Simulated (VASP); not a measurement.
# Ge3S4 (P-3m1) in VASP: single point with PBE+D3(BJ)

Aim: the single point of Ge3S4 with PBE+D3(BJ).

All numbers are computed with VASP 6.6.1; they aren't measurements. Logs are shortened: lines on timing, memory, paths and dates and some standing lists are left out, and cuts for length are marked.

### Step 1. The cell of the first run

The structure is trigonal, space group P-3m1 (No. 164). Conventional cell: a = 3.583 Å, b = 3.583 Å, c = 14.252 Å, α = 90.00°, β = 90.00°, γ = 120.00°. Within 2.7 Å of Ge (site symmetry 3m) lie 4 S at 2.05 to 2.45 Å. Ge (site symmetry -3m) has 2 S at 2.62 Å and 6 Ge at 3.58 Å within 3.6 Å. S (site symmetry 3m) has 1 Ge at 2.05 Å within 2.7 Å. S (site symmetry 3m) has 4 Ge at 2.45 to 2.62 Å within 3.2 Å.

### Step 2. Single point, PBE+D3(BJ)

The input, POSCAR:

```
Ge3S4
1.0
    3.5829696320      0.0000000000      0.0000000000
   -1.7914848160      3.1029427223      0.0000000000
    0.0000000000      0.0000000000     14.2516085047
Ge S
3 4
Direct
    0.6666666667      0.3333333333      0.2240495601
    0.0000000000      0.0000000000      0.5000000000
    0.3333333333      0.6666666667      0.7759504399
    0.3333333333      0.6666666667      0.9199748201
    0.6666666667      0.3333333333      0.0800251799
    0.0000000000      0.0000000000      0.3160925384
    0.0000000000      0.0000000000      0.6839074616
```

The input, INCAR.step1:

```
SYSTEM = Ge3S4
  ALGO = Normal
  EDIFF = 1E-6
  ENCUT = 520
  GGA = PE
  ISIF = 2
  ISMEAR = 0
  IVDW = 12
  LASPH = .TRUE.
  LCHARG = .TRUE.
  LREAL = .FALSE.
  LWAVE = .FALSE.
  NBANDS = 42
  NELM = 100
  PREC = Accurate
  SIGMA = 0.1
```

The input, KPOINTS.step1:

```
k-points
0
G
  12 12 4
  0 0 0
```

The input, INCAR.step2:

```
SYSTEM = Ge3S4
  ALGO = Normal
  EDIFF = 1E-6
  ENCUT = 520
  GGA = PE
  ICHARG = 11
  ISIF = 2
  ISMEAR = -5
  IVDW = 12
  LASPH = .TRUE.
  LCHARG = .FALSE.
  LORBIT = 11
  LREAL = .FALSE.
  LWAVE = .FALSE.
  NBANDS = 42
  NEDOS = 2001
  NELM = 100
  PREC = Accurate
  SIGMA = 0.1
```

The input, KPOINTS.step2:

```
k-points
0
G
  18 18 6
  0 0 0
```

Potentials or basis: VASP PAW PBE potentials, release 64 (Ge_d, S).

Started as:

```console
$ cat potpaw_PBE.64/Ge_d/POTCAR potpaw_PBE.64/S/POTCAR > POTCAR
$ cp INCAR.step1 INCAR
$ cp KPOINTS.step1 KPOINTS
$ mpirun -np 1 vasp_std > vasp.out
$ cp INCAR.step2 INCAR
$ cp KPOINTS.step2 KPOINTS
$ mpirun -np 1 vasp_std > vasp.out
```

OUTCAR:

```text
SYSTEM = Ge3S4
   EDIFF = 1E-6
   ENCUT = 520
   GGA = PE
   ICHARG = 11
   ISIF = 2
   ISMEAR = -5
   IVDW = 12
   LASPH = .TRUE.
   LORBIT = 11
   LREAL = .FALSE.
   NELM = 100
   PREC = Accurate
 IVDW          = 12

 ion  position               nearest neighbor table
   1  0.667  0.333  0.224-   5 2.05   6 2.45   6 2.45   6 2.45
   2  0.000  0.000  0.500-   6 2.62   7 2.62
   3  0.333  0.667  0.776-   4 2.05   7 2.45   7 2.45   7 2.45
   4  0.333  0.667  0.920-   3 2.05
   5  0.667  0.333  0.080-   1 2.05
   6  0.000  0.000  0.316-   1 2.45   1 2.45   1 2.45   2 2.62
   7  0.000  0.000  0.684-   3 2.45   3 2.45   3 2.45   2 2.62

  LATTYP: Found a hexagonal cell.
 ALAT       =     3.5829696320
 C/A-ratio  =     3.9775967894

  Lattice vectors:

 A1 = (   3.5829696320,   0.0000000000,   0.0000000000)
 A2 = (  -1.7914848160,   3.1029427223,   0.0000000000)
 A3 = (   0.0000000000,   0.0000000000,  14.2516085047)

Analysis of symmetry for initial positions (statically):
=====================================================================
 Subroutine PRICEL returns:
 Original cell was already a primitive cell.

 Routine SETGRP: Setting up the symmetry group for a
 hexagonal supercell.

 Subroutine GETGRP returns: Found 12 space group operations
 (whereof 12 operations were pure point group operations)
 out of a pool of 24 trial point group operations.

The static configuration has the point symmetry D_3d.

Analysis of symmetry for dynamics (positions and initial velocities):
=====================================================================
 Subroutine PRICEL returns:
 Original cell was already a primitive cell.

 Routine SETGRP: Setting up the symmetry group for a
 hexagonal supercell.

 Subroutine GETGRP returns: Found 12 space group operations
 (whereof 12 operations were pure point group operations)
 out of a pool of 24 trial point group operations.

The dynamic configuration has the point symmetry D_3d.

 Subroutine INISYM returns: Found 12 space group operations
 (whereof 12 operations are pure point group operations),
 and found     1 'primitive' translations

----------------------------------------------------------------------------------------

[... 116 lines left out ...]
   NUPDOWN=      -1.0000    fix difference up-down
   EMIN   =  10.00;   EMAX   =-10.00  energy-range for DOS
   EFERMI =   0.00;   METHOD = LEGACY
   ISMEAR =    -5;   SIGMA  =   0.10  broadening in eV -4-tet -1-fermi 0-gaus
   EFERMI_NEDOS =   21; number of points for ismear=-14 and -15
   IALGO  =     38    algorithm
   IMIX   =      4    mixing-type and parameters
     AMIX     =   0.40;   BMIX     =  1.00
     AMIX_MAG =   1.60;   BMIX_MAG =  1.00
  volume/ion in A,a.u.               =      22.64       152.75
  Fermi-wavevector in a.u.,A,eV,Ry     =   1.222632  2.310440 20.338395  1.494830
  Thomas-Fermi vector in A             =   2.357772
   LORBIT       =     11    0 simple, 1 ext, 2 COOP (PROOUT), +10 PAW based schemes
   GGA     = PE    functional components
   LHFCALC =     F    Hartree Fock is set to
   AEXX    =    0.0000 exact exchange contribution
   IVDW    =    12    specifies the selected vdW correction
   LEPSILON=     F    determine dielectric tensor
   LRPA    =     F    only Hartree local field effects (RPA)
 non-spin polarized calculation
 Fermi weights with tetrahedron method with Bloechl corrections
  energy-cutoff  :      520.00
  volume of cell :      158.45
 maximum number of plane-waves:      4324
 NGX is ok and might be reduce to    28

 number of electron      66.0000007 magnetization

 Free energy of the ion-electron system (eV)
  ---------------------------------------------------
  ext. energy  EPLUGINS =         0.00000000
  ---------------------------------------------------
  free energy    TOTEN  =       -28.14032614 eV

  energy without entropy =      -28.14032614  energy(sigma->0) =      -28.14032614

 E-fermi :   4.4156     XC(G=0):  -9.5161

 val. band max:        4.4288855332   @ k =   0.0000   0.0000   0.5000
 cond. band min:       4.3840437246   @ k =   0.2778   0.2222   0.5000
 fundamental gap:     -0.0448418085
 Fermi energy:         4.4156374961

 k-point     1 :       0.0000    0.0000    0.0000
  band No.  band energies     occupation
      1     -21.2216      2.00000
      2     -21.2216      2.00000
      3     -21.2216      2.00000
      4     -21.2216      2.00000
      5     -21.2175      2.00000
      6     -21.2173      2.00000
[... 1069 lines left out ...]
     41       8.1861      0.00000
     42       9.5875      0.00000

 [... further k-points ...]

------------------------ aborting loop because EDIFF is reached ----------------------------------------

 Edisp (eV)   -2.12286

 E8    (eV) :    -0.8545

  FORCE on cell =-STRESS in cart. coord.  units (eV):
  Direction    XX          YY          ZZ          XY          YZ          ZX
  --------------------------------------------------------------------------------------
  -------------------------------------------------------------------------------------
  Total      -0.19682    -0.19682    -1.02909     0.00000     0.00000     0.00000
  in kB      -1.99017    -1.99017   -10.40596     0.00000     0.00000     0.00000
  external pressure =       -4.80 kB  Pullay stress =        0.00 kB

 VOLUME and BASIS-vectors are now :
 -----------------------------------------------------------------------------
  energy-cutoff  :      520.00
  volume of cell :      158.45
      direct lattice vectors                 reciprocal lattice vectors
     3.582969632  0.000000000  0.000000000     0.279098095  0.161137360  0.000000000
    -1.791484816  3.102942722  0.000000000     0.000000000  0.322274721  0.000000000
     0.000000000  0.000000000 14.251608505     0.000000000  0.000000000  0.070167518

 POSITION                                       TOTAL-FORCE (eV/Angst)
 -----------------------------------------------------------------------------------
      1.79148      1.03431      3.19307         0.000000     -0.000000     -0.145401
      0.00000      0.00000      7.12580         0.000000      0.000000      0.000000
     -0.00000      2.06863     11.05854        -0.000000      0.000000      0.145401
     -0.00000      2.06863     13.11112         0.000000      0.000000     -0.159266
      1.79148      1.03431      1.14049         0.000000     -0.000000      0.159266
      0.00000      0.00000      4.50483         0.000000      0.000000     -0.006209
      0.00000      0.00000      9.74678         0.000000      0.000000      0.006209
 -----------------------------------------------------------------------------------
    total drift:                               -0.000000     -0.000000      0.000000

  FREE ENERGIE OF THE ION-ELECTRON SYSTEM (eV)
  ---------------------------------------------------
  free  energy   TOTEN  =       -30.2631822145 eV

  energy  without entropy=      -30.2631822145  energy(sigma->0) =      -30.26318221

 total charge

# of ion       s       p       d       tot
------------------------------------------
    1        1.155   1.077  10.118  12.350
    2        1.330   0.716   9.990  12.036
    3        1.155   1.077  10.118  12.350
    4        1.389   2.271   0.000   3.661
    5        1.389   2.271   0.000   3.661
    6        1.369   2.293   0.000   3.662
    7        1.369   2.293   0.000   3.662
--------------------------------------------------
tot          9.159  11.998  30.225  51.383
```

It took 13 min on 1 thread of Intel Xeon 6975P-C (Granite Rapids), shared host; peak memory 0.99 GiB.

Results:

```yaml
Valence_electrons_inside_the_program's_atomic_spheres: Ge 12.35, 12.04 (each value once); S 3.66
Dispersion_energy_per_atom: -0.303 eV
```
